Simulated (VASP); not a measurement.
# GaN (P6_3mc) in VASP: relaxation of the atoms with r2SCAN

Aim: the relaxation of the atoms of GaN with r2SCAN.

All numbers are computed with VASP 6.6.1; they aren't measurements. Logs are shortened: lines on timing, memory, paths and dates and some standing lists are left out, and cuts for length are marked.

## (1) The cell of the first run

Symmetry: P6_3mc, No. 186, hexagonal system. Conventional cell: a = 3.162 Å, b = 3.162 Å, c = 5.149 Å, α = 90.00°, β = 90.00°, γ = 120.00°. Within 2.6 Å of Ga (site symmetry 3m) lie 4 N at 1.93 to 1.94 Å. Within 2.6 Å of N (site symmetry 3m) lie 4 Ga at 1.93 to 1.94 Å.

## (2) Relaxation of the atoms, r2SCAN

Input file POSCAR:

```
GaN
1.0
    3.1619129700      0.0000000000      0.0000000000
   -1.5809564800      2.7382969500      0.0000000000
    0.0000000000      0.0000000000      5.1490860600
Ga N
2 2
Direct
    0.3333333300      0.6666666700     -0.0008901400
    0.6666666700      0.3333333300      0.4991098600
    0.3333333300      0.6666666700      0.3758901400
    0.6666666700      0.3333333300      0.8758901400
```

Input file INCAR.step1:

```
SYSTEM = GaN
ALGO = Normal ; EDIFF = 1E-4
ENCUT = 520 ; GGA = PE
ISMEAR = -1 ; LASPH = .True.
LCHARG = .False. ; LREAL = .False.
LWAVE = .True. ; NELM = 60
PREC = Accurate ; SIGMA = 0.02
```

Input file INCAR.step2:

```
SYSTEM = GaN
ALGO = Normal ; EDIFF = 1E-6
EDIFFG = -0.01 ; ENCUT = 520
IBRION = 2 ; ISIF = 2
ISMEAR = -1 ; ISTART = 1
LASPH = .True. ; LCHARG = .False.
LMIXTAU = .True. ; LREAL = .False.
LWAVE = .False. ; METAGGA = R2SCAN
NELM = 60 ; NSW = 50
PREC = Accurate ; SIGMA = 0.02
```

Input file KPOINTS:

```
k-points
0
Gamma
  12 12 6
  0 0 0
```

Potentials or basis: VASP PAW PBE potentials, release 64 (Ga_d, N).

Started as:

```
$ cat potpaw_PBE.64/Ga_d/POTCAR potpaw_PBE.64/N/POTCAR > POTCAR
$ cp INCAR.step1 INCAR
$ mpirun -np 1 vasp_std > vasp.out
$ cp INCAR.step2 INCAR
$ mpirun -np 1 vasp_std > vasp.out
```

OUTCAR:

```text
SYSTEM = GaN
   EDIFF = 1E-6
   EDIFFG = -0.01
   ENCUT = 520
   IBRION = 2
   ISIF = 2
   ISMEAR = -1
   ISTART = 1
   LASPH = .True.
   LREAL = .False.
   METAGGA = R2SCAN
   NELM = 60
   NSW = 50
   PREC = Accurate

 ion  position               nearest neighbor table
   1  0.333  0.667  0.999-   4 1.93   4 1.93   4 1.93   3 1.94
   2  0.667  0.333  0.499-   3 1.93   3 1.93   3 1.93   4 1.94
   3  0.333  0.667  0.376-   2 1.93   2 1.93   2 1.93   1 1.94
   4  0.667  0.333  0.876-   1 1.93   1 1.93   1 1.93   2 1.94

  LATTYP: Found a hexagonal cell.
 ALAT       =     3.1619129700
 C/A-ratio  =     1.6284717855

  Lattice vectors:

 A1 = (   3.1619129700,   0.0000000000,   0.0000000000)
 A2 = (  -1.5809564800,   2.7382969500,   0.0000000000)
 A3 = (   0.0000000000,   0.0000000000,   5.1490860600)

Analysis of symmetry for initial positions (statically):
=====================================================================
 Subroutine PRICEL returns:
 Original cell was already a primitive cell.

 Routine SETGRP: Setting up the symmetry group for a
 hexagonal supercell.

 Subroutine GETGRP returns: Found 12 space group operations
 (whereof  6 operations were pure point group operations)
 out of a pool of 24 trial point group operations.

The static configuration has the point symmetry C_3v.
 The point group associated with its full space group is C_6v.

Analysis of symmetry for dynamics (positions and initial velocities):
=====================================================================
 Subroutine PRICEL returns:
 Original cell was already a primitive cell.

 Routine SETGRP: Setting up the symmetry group for a
 hexagonal supercell.

 Subroutine GETGRP returns: Found 12 space group operations
 (whereof  6 operations were pure point group operations)
 out of a pool of 24 trial point group operations.

The dynamic configuration has the point symmetry C_3v.
 The point group associated with its full space group is C_6v.

 Subroutine INISYM returns: Found 12 space group operations
 (whereof  6 operations are pure point group operations),
 and found     1 'primitive' translations

----------------------------------------------------------------------------------------

                                     Primitive cell

  volume of cell :      44.5821

  direct lattice vectors                    reciprocal lattice vectors
     3.161912970  0.000000000  0.000000000     0.316264239  0.182595244  0.000000000
    -1.580956480  2.738296950  0.000000000     0.000000000  0.365190488  0.000000000
     0.000000000  0.000000000  5.149086060     0.000000000  0.000000000  0.194209222

  length of vectors
     3.161912970  3.161912962  5.149086060     0.365190487  0.365190488  0.194209222

  position of ions in fractional coordinates (direct lattice)
     0.333333330  0.666666670  0.999109860
     0.666666670  0.333333330  0.499109860
     0.333333330  0.666666670  0.375890140
     0.666666670  0.333333330  0.875890140

  ion indices of the primitive-cell ions
   primitive index   ion index
                 1           1
                 2           2
                 3           3
                 4           4

----------------------------------------------------------------------------------------

 KPOINTS: k-points

Automatic generation of k-mesh.
 Grid dimensions read from file:
 generate k-points for:   12   12    6

 Generating k-lattice:

  Cartesian coordinates                     Fractional coordinates (reciprocal lattice)
     0.026355353  0.015216270  0.000000000     0.083333333  0.000000000  0.000000000
     0.000000000  0.030432541  0.000000000     0.000000000  0.083333333  0.000000000
     0.000000000  0.000000000  0.032368204     0.000000000  0.000000000  0.166666667

  Length of vectors
     0.030432541  0.030432541  0.032368204

  Shift w.r.t. Gamma in fractional coordinates (k-lattice)
     0.000000000  0.000000000  0.000000000

 Subroutine IBZKPT returns following result:
 ===========================================

 Found     76 irreducible k-points:

 Following reciprocal coordinates:
            Coordinates               Weight
  0.000000  0.000000  0.000000      1.000000
  0.083333 -0.000000  0.000000      6.000000
  0.166667 -0.000000  0.000000      6.000000
  0.250000 -0.000000  0.000000      6.000000
  0.333333 -0.000000  0.000000      6.000000
  0.416667  0.000000  0.000000      6.000000
[... 16 lines left out ...]
  0.250000 -0.000000  0.166667     12.000000
  0.333333 -0.000000  0.166667     12.000000
 [... further k-points ...]
   k-points           NKPTS =     76   k-points in BZ     NKDIM =     76   number of bands    NBANDS=     22
   number of dos      NEDOS =    301   number of ions     NIONS =      4
   total plane-waves  NPLWV =  23040
   dimension x,y,z NGX =    24 NGY =   24 NGZ =   40
   dimension x,y,z NGXF=    48 NGYF=   48 NGZF=   80
   ions per type =               2   2
   NGX,Y,Z   is equivalent  to a cutoff of  12.62, 12.62, 12.91 a.u.
   NGXF,Y,Z  is equivalent  to a cutoff of  25.24, 25.24, 25.83 a.u.
 SYSTEM =  GaN
   PREC   = accura    normal or accurate (medium, high low for compatibility)
   ISTART =      1    job   : 0-new  1-cont  2-samecut
   ICHARG =      0    charge: 1-file 2-atom 10-const
   ISPIN  =      1    spin polarized calculation?
   LNONCOLLINEAR =      F non collinear calculations
   LSORBIT =      F    spin-orbit coupling
   LASPH  =      T    aspherical Exc in radial PAW
   ENCUT  =  520.0 eV  38.22 Ry    6.18 a.u.   5.88  5.88  9.57*2*pi/ulx,y,z
   NELM   =     60;   NELMIN=  2; NELMDL=  0     # of ELM steps
   EDIFF  = 0.1E-05   stopping-criterion for ELM
   LREAL  =      F    real-space projection
   EDIFFG = -.1E-01   stopping-criterion for IOM
   NSW    =     50    number of steps for IOM
   IBRION =      2    ionic relax: 0-MD 1-quasi-New 2-CG
   NFREE  =      1    steps in history (QN), initial steepest desc. (CG)
   ISIF   =      2    stress and relaxation
   ISYM   =      2    0-nonsym 1-usesym 2-fastsym
   POTIM  = 0.5000    time-step for ionic-motion
   TEBEG  =    0.0;   TEEND  =   0.0 temperature during run
   PSTRESS=    0.0 pullay stress
   NELECT =      36.0000    total number of electrons
   NUPDOWN=      -1.0000    fix difference up-down
   EMIN   =  10.00;   EMAX   =-10.00  energy-range for DOS
   EFERMI =   0.00;   METHOD = LEGACY
   ISMEAR =    -1;   SIGMA  =   0.02  broadening in eV -4-tet -1-fermi 0-gaus
   EFERMI_NEDOS =   21; number of points for ismear=-14 and -15
   IALGO  =     38    algorithm
   IMIX   =      4    mixing-type and parameters
     AMIX     =   0.40;   BMIX     =  1.00
     AMIX_MAG =   1.60;   BMIX_MAG =  1.00
  volume/ion in A,a.u.               =      11.15        75.21
  Fermi-wavevector in a.u.,A,eV,Ry     =   1.524481  2.880852 31.620532  2.324044
  Thomas-Fermi vector in A             =   2.632782
   LORBIT       =      0    0 simple, 1 ext, 2 COOP (PROOUT), +10 PAW based schemes
   METAGGA = R2SCAN    functional components
   LHFCALC =     F    Hartree Fock is set to
   AEXX    =    0.0000 exact exchange contribution
   IVDW    =     0    specifies the selected vdW correction
   LEPSILON=     F    determine dielectric tensor
   LRPA    =     F    only Hartree local field effects (RPA)
 conjugate gradient relaxation of ions
 non-spin polarized calculation
  energy-cutoff  :      520.00
  volume of cell :       44.58
 maximum number of plane-waves:      1212
 NGX is ok and might be reduce to    24
   NGX = 11   NGY = 11   NGZ = 19

 number of electron      36.0000024 magnetization

 Free energy of the ion-electron system (eV)
  ---------------------------------------------------
  ext. energy  EPLUGINS =         0.00000000
  ---------------------------------------------------
  free energy    TOTEN  =       -43.80240203 eV

  energy without entropy =      -43.80240203  energy(sigma->0) =      -43.80240203

 E-fermi :   5.7571     XC(G=0): -12.7826

 val. band max:        5.3228148580   @ k =   0.0000   0.0000   0.0000
 cond. band min:       7.8056473266   @ k =   0.0000   0.0000   0.0000
 fundamental gap:      2.4828324686
 Fermi energy:         5.7570611371

 k-point     1 :       0.0000    0.0000    0.0000
  band No.  band energies     occupation
      1     -11.6662      2.00000
      2     -10.5983      2.00000
      3      -8.5220      2.00000
      4      -8.5054      2.00000
      5      -8.5054      2.00000
      6      -8.4325      2.00000
[... 14 lines left out ...]
     21      15.4073      0.00000
     22      16.0337      0.00000

 k-point     2 :       0.0833   -0.0000    0.0000
  band No.  band energies     occupation
      1     -11.5941      2.00000
      2     -10.5765      2.00000
      3      -8.5155      2.00000
      4      -8.4942      2.00000
      5      -8.4823      2.00000
      6      -8.4237      2.00000
[... 14 lines left out ...]
     21      15.1718      0.00000
     22      15.5330      0.00000

 k-point     3 :       0.1667   -0.0000    0.0000
  band No.  band energies     occupation
      1     -11.3953      2.00000
      2     -10.5213      2.00000
      3      -8.4889      2.00000
      4      -8.4664      2.00000
      5      -8.4206      2.00000
      6      -8.3856      2.00000
[... 14 lines left out ...]
     21      14.2192      0.00000
     22      15.0413      0.00000

 k-point     4 :       0.2500   -0.0000    0.0000
  band No.  band energies     occupation
      1     -11.1233      2.00000
      2     -10.4579      2.00000
      3      -8.4597      2.00000
      4      -8.4375      2.00000
      5      -8.3629      2.00000
      6      -8.3192      2.00000
[... 14 lines left out ...]
     21      13.3692      0.00000
     22      14.6435      0.00000

 k-point     5 :       0.3333   -0.0000    0.0000
  band No.  band energies     occupation
      1     -10.8598      2.00000
      2     -10.4091      2.00000
      3      -8.4431      2.00000
      4      -8.4207      2.00000
      5      -8.3235      2.00000
      6      -8.2644      2.00000
[... 417 lines left out ...]
 k-point    22 :       0.1667   -0.0000    0.1667
  band No.  band energies     occupation
      1     -11.3206      2.00000
      2     -10.5558      2.00000
      3      -8.4835      2.00000
      4      -8.4622      2.00000
      5      -8.4185      2.00000
      6      -8.3836      2.00000
[... 14 lines left out ...]
     21      14.1025      0.00000
     22      14.8156      0.00000

 k-point    23 :       0.2500   -0.0000    0.1667
  band No.  band energies     occupation
      1     -11.0612      2.00000
      2     -10.4807      2.00000
      3      -8.4588      2.00000
      4      -8.4303      2.00000
      5      -8.3761      2.00000
      6      -8.3276      2.00000
[... 14 lines left out ...]
     21      13.3317      0.00000
     22      14.4976      0.00000

 k-point    24 :       0.3333   -0.0000    0.1667
  band No.  band energies     occupation
      1     -10.8133      2.00000
      2     -10.4216      2.00000
      3      -8.4465      2.00000
      4      -8.4098      2.00000
      5      -8.3414      2.00000
      6      -8.2737      2.00000
[... 14 lines left out ...]
     21      13.0308      0.00000
     22      14.4211      0.00000

 [... further k-points ...]
[... 5 lines left out ...]
  --------------------------------------------------------------------------------------
  -------------------------------------------------------------------------------------
  Total        1.4896119      1.4896119      1.4302594      0.0000000      0.0000000     -0.0000000
  in kB       53.5331878     53.5331876     51.4001993      0.0000001      0.0000000     -0.0000000
  external PRESSURE =      52.8221916 kB  Pullay stress =       0.0000000 kB

 VOLUME and BASIS-vectors are now :
 -----------------------------------------------------------------------------
  energy-cutoff  :      520.00
  volume of cell :       44.58
      direct lattice vectors                 reciprocal lattice vectors
     3.161912970  0.000000000  0.000000000     0.316264239  0.182595244  0.000000000
    -1.580956480  2.738296950  0.000000000     0.000000000  0.365190488  0.000000000
     0.000000000  0.000000000  5.149086060     0.000000000  0.000000000  0.194209222

 POSITION                                       TOTAL-FORCE (eV/Angst)
 -----------------------------------------------------------------------------------
     -0.00000      1.82553      5.14450         0.000000      0.000000      0.009155
      1.58096      0.91277      2.56996        -0.000000      0.000000      0.009155
     -0.00000      1.82553      1.93549         0.000000     -0.000000     -0.009155
      1.58096      0.91277      4.51003        -0.000000      0.000000     -0.009155
 -----------------------------------------------------------------------------------
    total drift:                               -0.000008      0.000009      0.037572

  FREE ENERGIE OF THE ION-ELECTRON SYSTEM (eV)
  ---------------------------------------------------
  free  energy   TOTEN  =       -43.8024020327 eV

  energy  without entropy=      -43.8024020327  energy(sigma->0) =      -43.80240203

 reached required accuracy - stopping structural energy minimisation
```

Run time: 9.3 min. Hardware: 1 thread of Oxide Virtual Turin-like, shared host; peak memory 0.18 GiB.

What came out:

* Free energy: -43.8024 eV
* Pressure after relaxing: 5.3 GPa
* Largest force after relaxing: 0.009 eV/Å
* Band gap on the k mesh: 2.48 eV, direct

Forces on the atoms (eV/Å):
```
Ga   0.000  0.000  0.009
Ga   0.000  0.000  0.009
N    0.000  0.000 -0.009
N    0.000  0.000 -0.009
```

Final structure:
```
CELL_PARAMETERS angstrom
3.16191 0.00000 0.00000
-1.58096 2.73830 0.00000
0.00000 0.00000 5.14909
ATOMIC_POSITIONS crystal
Ga 0.33333 0.66667 0.99911
Ga 0.66667 0.33333 0.49911
N 0.33333 0.66667 0.37589
N 0.66667 0.33333 0.87589
```

Caveat: the relaxation stopped at its first step, so nothing moved; the PAW data sets were made with another functional, which shifts forces and pressure a little.
